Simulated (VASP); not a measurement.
# VN in VASP: further runs

Runs on VN. Level: PBE. Tasks: single point.

Everything below comes from runs of VASP 6.6.1. Logs are shortened: lines on timing, memory, paths and dates and some standing lists are left out, and cuts for length are marked.

## Step 1: The cell of the first run

Symmetry: I4mm, No. 107, tetragonal system. Conventional cell: a = 2.917 Å, b = 2.917 Å, c = 4.125 Å, α = 90.00°, β = 90.00°, γ = 90.00°. Within 2.7 Å of V (site symmetry 4mm) lie 6 N at 2.01 to 2.11 Å. Within 2.7 Å of N (site symmetry 4mm) lie 6 V at 2.01 to 2.11 Å.

## Step 2: Single point, PBE, collinear spin, ferromagnetic start

Input file INCAR:

```
PREC = Accurate ; ENCUT = 600
EDIFF = 1E-6 ; ISMEAR = -1
SIGMA = 0.14 ; LREAL = F
LASPH = T ; NELM = 200
ALGO = Normal ; ISIF = 2
LWAVE = F ; LCHARG = F
ISPIN = 2 ; MAGMOM = 0.3 0
LORBIT = 11 ; LMAXMIX = 4
GGA = PE ; NBANDS = 20
NELECT = 17.0 ; GGA_COMPAT = F
```

Input file KPOINTS:

```
regular mesh
0
Gamma
  2 2 2
```

Input file POSCAR:

```
VN
1.0
    0.0000000000      2.0624650000      2.0624650000
    2.0624650000      0.0000000000      2.0624650000
    2.0624650000      2.0624650000      0.0000000000
V N
1 1
Direct
    0.0000000000      0.0000000000      0.0000000000
    0.5121214178      0.4878785822      0.5121214178
```

Potentials or basis: VASP PAW PBE potentials, release 64 (V_sv, N).

Run with:

```bash
cat potpaw_PBE.64/V_sv/POTCAR potpaw_PBE.64/N/POTCAR > POTCAR
mpirun -np 1 vasp_std > vasp.out
```

OUTCAR:

```text
PREC = Accurate
   ENCUT = 600
   EDIFF = 1E-6
   ISMEAR = -1
   LREAL = F
   LASPH = T
   NELM = 200
   ISIF = 2
   ISPIN = 2
   LORBIT = 11
   GGA = PE
   NELECT = 17.0

 ion  position               nearest neighbor table
   1  0.000  0.000  0.000-   2 2.01   2 2.06   2 2.06   2 2.06   2 2.06   2 2.11
   2  0.512  0.488  0.512-   1 2.01   1 2.06   1 2.06   1 2.06   1 2.06   1 2.11

  LATTYP: Found a face centered cubic cell.
 ALAT       =     4.1249300000

  Lattice vectors:

 A1 = (   0.0000000000,   2.0624650000,   2.0624650000)
 A2 = (   2.0624650000,   0.0000000000,   2.0624650000)
 A3 = (   2.0624650000,   2.0624650000,   0.0000000000)

Analysis of symmetry for initial positions (statically):
=====================================================================
 Subroutine PRICEL returns:
 Original cell was already a primitive cell.

 Routine SETGRP: Setting up the symmetry group for a
 face centered cubic supercell.

 Subroutine GETGRP returns: Found  8 space group operations
 (whereof  8 operations were pure point group operations)
 out of a pool of 48 trial point group operations.

The static configuration has the point symmetry C_4v.

Analysis of symmetry for dynamics (positions and initial velocities):
=====================================================================
 Subroutine PRICEL returns:
 Original cell was already a primitive cell.

 Routine SETGRP: Setting up the symmetry group for a
 face centered cubic supercell.

 Subroutine GETGRP returns: Found  8 space group operations
 (whereof  8 operations were pure point group operations)
 out of a pool of 48 trial point group operations.

The dynamic configuration has the point symmetry C_4v.

Analysis of structural, dynamic, and magnetic symmetry:
=====================================================================
 Subroutine PRICEL returns:
 Original cell was already a primitive cell.

 Routine SETGRP: Setting up the symmetry group for a
 face centered cubic supercell.

 Subroutine GETGRP returns: Found  8 space group operations
 (whereof  8 operations were pure point group operations)
 out of a pool of 48 trial point group operations.

The overall configuration has the point symmetry C_4v.

 Subroutine INISYM returns: Found  8 space group operations
 (whereof  8 operations are pure point group operations),
 and found     1 'primitive' translations

----------------------------------------------------------------------------------------

                                     Primitive cell

  volume of cell :      17.5465

  direct lattice vectors                    reciprocal lattice vectors
     0.000000000  2.062465000  2.062465000    -0.242428356  0.242428356  0.242428356
     2.062465000  0.000000000  2.062465000     0.242428356 -0.242428356  0.242428356
     2.062465000  2.062465000  0.000000000     0.242428356  0.242428356 -0.242428356

  length of vectors
     2.916765975  2.916765975  2.916765975     0.419898230  0.419898230  0.419898230

  position of ions in fractional coordinates (direct lattice)
     0.000000000  0.000000000  0.000000000
     0.512121418  0.487878582  0.512121418

  ion indices of the primitive-cell ions
   primitive index   ion index
                 1           1
                 2           2

----------------------------------------------------------------------------------------

 KPOINTS: regular mesh

Automatic generation of k-mesh.
 Grid dimensions read from file:
 generate k-points for:    2    2    2

 Generating k-lattice:

  Cartesian coordinates                     Fractional coordinates (reciprocal lattice)
    -0.121214178  0.121214178  0.121214178     0.500000000  0.000000000  0.000000000
     0.121214178 -0.121214178  0.121214178     0.000000000  0.500000000  0.000000000
     0.121214178  0.121214178 -0.121214178     0.000000000  0.000000000  0.500000000

  Length of vectors
     0.209949115  0.209949115  0.209949115

  Shift w.r.t. Gamma in fractional coordinates (k-lattice)
     0.000000000  0.000000000  0.000000000

 Subroutine IBZKPT returns following result:
 ===========================================

 Found      4 irreducible k-points:

 Following reciprocal coordinates:
            Coordinates               Weight
  0.000000  0.000000  0.000000      1.000000
  0.500000  0.000000  0.000000      4.000000
  0.500000  0.500000  0.000000      2.000000
  0.500000  0.000000  0.500000      1.000000
   k-points           NKPTS =      4   k-points in BZ     NKDIM =      4   number of bands    NBANDS=     20
   number of dos      NEDOS =    301   number of ions     NIONS =      2
   total plane-waves  NPLWV =  13824
   dimension x,y,z NGX =    24 NGY =   24 NGZ =   24
   dimension x,y,z NGXF=    48 NGYF=   48 NGZF=   48
   ions per type =               1   1
   NGX,Y,Z   is equivalent  to a cutoff of  13.68, 13.68, 13.68 a.u.
   NGXF,Y,Z  is equivalent  to a cutoff of  27.36, 27.36, 27.36 a.u.
 SYSTEM =  unknown system
   PREC   = accura    normal or accurate (medium, high low for compatibility)
   ISTART =      0    job   : 0-new  1-cont  2-samecut
   ICHARG =      2    charge: 1-file 2-atom 10-const
   ISPIN  =      2    spin polarized calculation?
   LNONCOLLINEAR =      F non collinear calculations
   LSORBIT =      F    spin-orbit coupling
   LASPH  =      T    aspherical Exc in radial PAW
   ENCUT  =  600.0 eV  44.10 Ry    6.64 a.u.   5.83  5.83  5.83*2*pi/ulx,y,z
   NELM   =    200;   NELMIN=  2; NELMDL= -5     # of ELM steps
   EDIFF  = 0.1E-05   stopping-criterion for ELM
   LREAL  =      F    real-space projection
   EDIFFG = 0.1E-04   stopping-criterion for IOM
   NSW    =      0    number of steps for IOM
   IBRION =     -1    ionic relax: 0-MD 1-quasi-New 2-CG
   NFREE  =      0    steps in history (QN), initial steepest desc. (CG)
   ISIF   =      2    stress and relaxation
   ISYM   =      2    0-nonsym 1-usesym 2-fastsym
   POTIM  = 0.5000    time-step for ionic-motion
   TEBEG  =    0.0;   TEEND  =   0.0 temperature during run
   PSTRESS=    0.0 pullay stress
   NELECT =      17.0000    total number of electrons
   NUPDOWN=      -1.0000    fix difference up-down
   EMIN   =  10.00;   EMAX   =-10.00  energy-range for DOS
   EFERMI =   0.00;   METHOD = LEGACY
   ISMEAR =    -1;   SIGMA  =   0.14  broadening in eV -4-tet -1-fermi 0-gaus
   EFERMI_NEDOS =   21; number of points for ismear=-14 and -15
   IALGO  =     38    algorithm
   IMIX   =      4    mixing-type and parameters
     AMIX     =   0.40;   BMIX     =  1.00
     AMIX_MAG =   1.60;   BMIX_MAG =  1.00
  volume/ion in A,a.u.               =       8.77        59.20
  Fermi-wavevector in a.u.,A,eV,Ry     =   1.619924  3.061212 35.703765  2.624153
  Thomas-Fermi vector in A             =   2.713946
   LORBIT       =     11    0 simple, 1 ext, 2 COOP (PROOUT), +10 PAW based schemes
   GGA     = PE    functional components
   LHFCALC =     F    Hartree Fock is set to
   AEXX    =    0.0000 exact exchange contribution
   IVDW    =     0    specifies the selected vdW correction
   LEPSILON=     F    determine dielectric tensor
   LRPA    =     F    only Hartree local field effects (RPA)
 spin polarized calculation
  energy-cutoff  :      600.00
  volume of cell :       17.55
 maximum number of plane-waves:       588
 NGX is ok and might be reduce to    24
   NGX = 11   NGY = 11   NGZ = 11

 number of electron      17.0000002 magnetization      -0.0005611

 number of electron      17.0000002 magnetization       0.0000644

 Free energy of the ion-electron system (eV)
  ---------------------------------------------------
  ext. energy  EPLUGINS =         0.00000000
  ---------------------------------------------------
  free energy    TOTEN  =       -29.48833665 eV

  energy without entropy =      -29.41874883  energy(sigma->0) =      -29.45354274

 E-fermi :   9.8865     XC(G=0): -13.1585

 val. band max:        9.7003458193   @ k =   0.0000   0.0000   0.0000
 cond. band min:      10.1496439941   @ k =   0.0000   0.0000   0.0000
 fundamental gap:      0.4492981748
 Fermi energy:         9.8865119876

 spin component 1

 k-point     1 :       0.0000    0.0000    0.0000
  band No.  band energies     occupation
      1     -55.3005      1.00000
      2     -28.8783      1.00000
      3     -28.8783      1.00000
      4     -28.8456      1.00000
      5      -5.6252      1.00000
      6       9.3727      0.97515
[... 12 lines left out ...]
     19      39.3427      0.00000
     20      39.3865      0.00000

 k-point     2 :       0.5000    0.0000    0.0000
  band No.  band energies     occupation
      1     -55.2383      1.00000
      2     -29.2719      1.00000
      3     -28.9185      1.00000
      4     -28.8962      1.00000
      5      -3.0372      1.00000
      6       3.3725      1.00000
[... 12 lines left out ...]
     19      39.4160      0.00000
     20      39.6047      0.00000

 k-point     3 :       0.5000    0.5000    0.0000
  band No.  band energies     occupation
      1     -55.2182      1.00000
      2     -29.2261      1.00000
      3     -29.0148      1.00000
      4     -28.9824      1.00000
      5      -3.9331      1.00000
      6       5.6368      1.00000
[... 12 lines left out ...]
     19      40.1947      0.00000
     20      42.5930      0.00000

 k-point     4 :       0.5000    0.0000    0.5000
  band No.  band energies     occupation
      1     -55.2183      1.00000
      2     -29.1942      1.00000
      3     -29.0147      1.00000
      4     -29.0147      1.00000
      5      -3.9351      1.00000
      6       5.6778      1.00000
[... 12 lines left out ...]
     19      40.2196      0.00000
     20      42.6006      0.00000
 Fermi energy:         9.8865119876

 spin component 2

 k-point     1 :       0.0000    0.0000    0.0000
  band No.  band energies     occupation
      1     -55.3004      1.00000
      2     -28.8782      1.00000
      3     -28.8782      1.00000
      4     -28.8456      1.00000
      5      -5.6252      1.00000
      6       9.3728      0.97515
[... 12 lines left out ...]
     19      39.3427      0.00000
     20      39.3865      0.00000

 k-point     2 :       0.5000    0.0000    0.0000
  band No.  band energies     occupation
      1     -55.2382      1.00000
      2     -29.2718      1.00000
      3     -28.9184      1.00000
      4     -28.8961      1.00000
      5      -3.0373      1.00000
      6       3.3725      1.00000
[... 12 lines left out ...]
     19      39.4160      0.00000
     20      39.6050      0.00000

 k-point     3 :       0.5000    0.5000    0.0000
  band No.  band energies     occupation
      1     -55.2181      1.00000
      2     -29.2260      1.00000
      3     -29.0148      1.00000
      4     -28.9824      1.00000
      5      -3.9331      1.00000
      6       5.6368      1.00000
[... 12 lines left out ...]
     19      40.1948      0.00000
     20      42.5928      0.00000

 k-point     4 :       0.5000    0.0000    0.5000
  band No.  band energies     occupation
      1     -55.2182      1.00000
      2     -29.1941      1.00000
      3     -29.0147      1.00000
      4     -29.0147      1.00000
      5      -3.9351      1.00000
      6       5.6777      1.00000
[... 12 lines left out ...]
     19      40.2197      0.00000
     20      42.6005      0.00000

------------------------ aborting loop because EDIFF is reached ----------------------------------------

  FORCE on cell =-STRESS in cart. coord.  units (eV):
  Direction    XX          YY          ZZ          XY          YZ          ZX
  --------------------------------------------------------------------------------------
  -------------------------------------------------------------------------------------
  Total      -14.3363384    -13.7201923    -14.3363384      0.0000000      0.0000000     -0.0000000
  in kB    -1309.0585430  -1252.7979217  -1309.0585430      0.0000000      0.0000000     -0.0000000
  external PRESSURE =   -1290.3050026 kB  Pullay stress =       0.0000000 kB

 VOLUME and BASIS-vectors are now :
 -----------------------------------------------------------------------------
  energy-cutoff  :      600.00
  volume of cell :       17.55
      direct lattice vectors                 reciprocal lattice vectors
     0.000000000  2.062465000  2.062465000    -0.242428356  0.242428356  0.242428356
     2.062465000  0.000000000  2.062465000     0.242428356 -0.242428356  0.242428356
     2.062465000  2.062465000  0.000000000     0.242428356  0.242428356 -0.242428356

 POSITION                                       TOTAL-FORCE (eV/Angst)
 -----------------------------------------------------------------------------------
      0.00000      0.00000      0.00000         0.000000     -3.001131      0.000000
      2.06246      2.11246      2.06246         0.000000      3.001131      0.000000
 -----------------------------------------------------------------------------------
    total drift:                               -0.000000      0.000941     -0.000000

  FREE ENERGIE OF THE ION-ELECTRON SYSTEM (eV)
  ---------------------------------------------------
  free  energy   TOTEN  =       -29.4883366547 eV

  energy  without entropy=      -29.4187488289  energy(sigma->0) =      -29.45354274

 total charge

# of ion       s       p       d       tot
------------------------------------------
    1        2.201   6.293   2.539  11.033
    2        1.229   2.367   0.000   3.596
--------------------------------------------------
tot          3.430   8.661   2.539  14.630

 magnetization (x)

# of ion       s       p       d       tot
------------------------------------------
    1        0.000   0.000   0.000   0.000
    2       -0.000  -0.000   0.000  -0.000
--------------------------------------------------
tot          0.000  -0.000   0.000   0.000
```

Wall time 16 s (1 thread of Intel Xeon 8259CL, shared host); peak memory 0.15 GiB.

What came out:

```
Free energy                                           : -29.4883 eV
Largest force                                         : 3.001 eV/Å
Net moment                                            : 0.00 μB per cell
Valence electrons inside the program's atomic spheres : V 11.03; N 3.60
```

Forces on the atoms (eV/Å):
```
V    0.000 -3.001  0.000
N    0.000  3.001  0.000
```

Caveat: the k points lie up to 1.32 Å⁻¹ apart; the cell carries a net charge on a neutralising background, which shifts energy and pressure; the cell is charged against a uniform background, so pressure and absolute levels hang on convention; forces of over 1 eV/Å act on the atoms, so gaps and moduli don't describe the material at rest.

## Step 3: Single point, PBE, collinear spin, ferromagnetic start

Input file INCAR:

```
SYSTEM = VN
PREC     = Accurate       ! precision mode
ENCUT    = 600            ! plane-wave cutoff, eV
EDIFF    = 1E-6           ! SCF threshold, eV
ISMEAR   = 0              ! smearing method
SIGMA    = 0.1            ! smearing width, eV
LREAL    = .False.        ! projectors in reciprocal space
LASPH    = .True.         ! aspherical terms in the spheres
NELM     = 200            ! most SCF steps
ALGO     = Normal         ! electronic algorithm
ISIF     = 2              ! what is computed and relaxed
LWAVE    = .False.        ! write WAVECAR
LCHARG   = .False.        ! write CHGCAR
ISPIN    = 2              ! spin polarisation
MAGMOM   = 0.3 0          ! initial moments
LORBIT   = 11             ! projections on sites
LMAXMIX  = 4              ! l up to which the mixer works
GGA      = PE             ! functional
NBANDS   = 20             ! bands
NELECT   = 17.5         
GGA_COMPAT= .False.
```

Input file KPOINTS:

```
Automatic mesh
0
Gamma
  3 3 3
  0 0 0
```

Edit POSCAR of step 2 so:

```diff
@@ -9,2 +9,2 @@
     0.0000000000      0.0000000000      0.0000000000
-    0.5121214178      0.4878785822      0.5121214178
+    0.5000000000      0.5000000000      0.5000000000
```

Potentials or basis: VASP PAW PBE potentials, release 64 (V_sv, N).

Run with:

```bash
cat potpaw_PBE.64/V_sv/POTCAR potpaw_PBE.64/N/POTCAR > POTCAR
mpirun -np 1 vasp_std > vasp.out
```

It took 15 s on 1 thread of Intel Xeon 8259CL, shared host; peak memory 0.15 GiB.

The run converged. Its results:

* Free energy: -24.8531 eV
* Net moment: -0.83 μB per cell
* Site moments: V -0.80; N +0.02 μB
* Valence electrons inside the program's atomic spheres: V 11.36; N 3.68

Levels at points of the mesh, in eV from the Fermi level:
Spin up:
```
           k point  band 6  band 7  band 8  band 9  band 10  band 11
(0.00, 0.00, 0.00)   -1.24   -1.24   -1.24   -0.58    -0.58    -0.58
```
Spin down:
```csv
k point,band 7,band 8,band 9,band 10,band 11,band 12
"(0.00, 0.00, 0.00)",-1.42,-1.42,-1.22,-1.22,-1.22,-0.37
```

Caveat: the k points lie up to 0.88 Å⁻¹ apart; the cell carries a net charge on a neutralising background, which shifts energy and pressure; the cell is charged against a uniform background, so pressure and absolute levels hang on convention.

## Step 4: Single point, PBE, collinear spin, ferromagnetic start

Input file INCAR:

```
PREC = Accurate ; ENCUT = 600
EDIFF = 1E-6 ; ISMEAR = 0
SIGMA = 0.1 ; LREAL = F
LASPH = T ; NELM = 200
ALGO = Normal ; ISIF = 2
LWAVE = F ; LCHARG = T
ISPIN = 2 ; MAGMOM = 0.3 0
LORBIT = 11 ; LMAXMIX = 4
GGA = PE ; LELF = T
LVHAR = T ; NBANDS = 20
GGA_COMPAT = F
```

Input file KPOINTS:

```
regular mesh
0
Gamma
  2 2 2
```

Edit POSCAR of step 3 so:

```diff
@@ -9,2 +9,2 @@
     0.0000000000      0.0000000000      0.0000000000
-    0.5000000000      0.5000000000      0.5000000000
+    0.5121214178      0.4878785822      0.5121214178
```

Run with:

```bash
cat potpaw_PBE.64/V_sv/POTCAR potpaw_PBE.64/N/POTCAR > POTCAR
mpirun -np 1 vasp_std > vasp.out
```

It took 14 s on 1 thread of Intel Xeon 8259CL, shared host; peak memory 0.15 GiB.

The run converged. Its results:

```yaml
Free_energy: -18.9048 eV
Pressure: 0.0 GPa
Largest_force: 1.427 eV/Å
Band_gap_on_the_k_mesh: zero (filled and empty bands overlap)
Net_moment: 0.00 μB per cell
Valence_electrons_inside_the_program's_atomic_spheres: V 11.53; N 3.81
```

Forces in eV/Å, atoms in the order of the input:
```
V    0.000  1.427  0.000
N    0.000 -1.427  0.000
```

Stress tensor (GPa, compression positive):
```
-0.26  0.00  0.00
 0.00  0.49  0.00
 0.00  0.00 -0.26
```

Levels at points of the mesh, in eV from the Fermi level:
Spin up:
| k point | band 5 | band 6 | band 7 | band 8 | band 9 | band 10 | band 11 | band 12 | band 13 | band 14 |
| --- | --- | --- | --- | --- | --- | --- | --- | --- | --- | --- |
| (0.00, 0.00, 0.00) | -17.07 | -1.78 | -1.78 | -1.60 | -1.43 | -0.96 | -0.96 | -0.61 | -0.31 | 6.65 |
| (0.50, 0.00, 0.00) | -14.26 | -8.26 | -5.49 | -5.49 | 0.40 | 0.41 | 1.51 | 5.19 | 5.25 | 6.82 |
| (0.50, 0.50, 0.00) | -15.20 | -5.90 | -3.87 | -2.72 | -2.55 | 0.34 | 0.97 | 0.97 | 2.57 | 10.73 |
| (0.50, 0.00, 0.50) | -15.20 | -5.90 | -3.74 | -2.69 | -2.69 | 0.31 | 0.97 | 0.97 | 2.56 | 10.71 |
Spin down:
```csv
k point,band 6,band 7,band 8,band 9,band 10,band 11,band 12,band 13
"(0.00, 0.00, 0.00)",-1.78,-1.78,-1.60,-1.43,-0.96,-0.96,-0.61,-0.31
"(0.50, 0.00, 0.00)",-8.26,-5.49,-5.49,0.40,0.41,1.51,5.19,5.25
"(0.50, 0.50, 0.00)",-5.90,-3.87,-2.72,-2.55,0.34,0.97,0.97,2.57
"(0.50, 0.00, 0.50)",-5.90,-3.74,-2.69,-2.69,0.31,0.97,0.97,2.56
```

Caveat: the k points lie up to 1.32 Å⁻¹ apart; forces of over 1 eV/Å act on the atoms, so gaps and moduli don't describe the material at rest. With open d or f shells a metallic result of PBE can be an artefact of self-interaction; +U or a hybrid may open a gap.
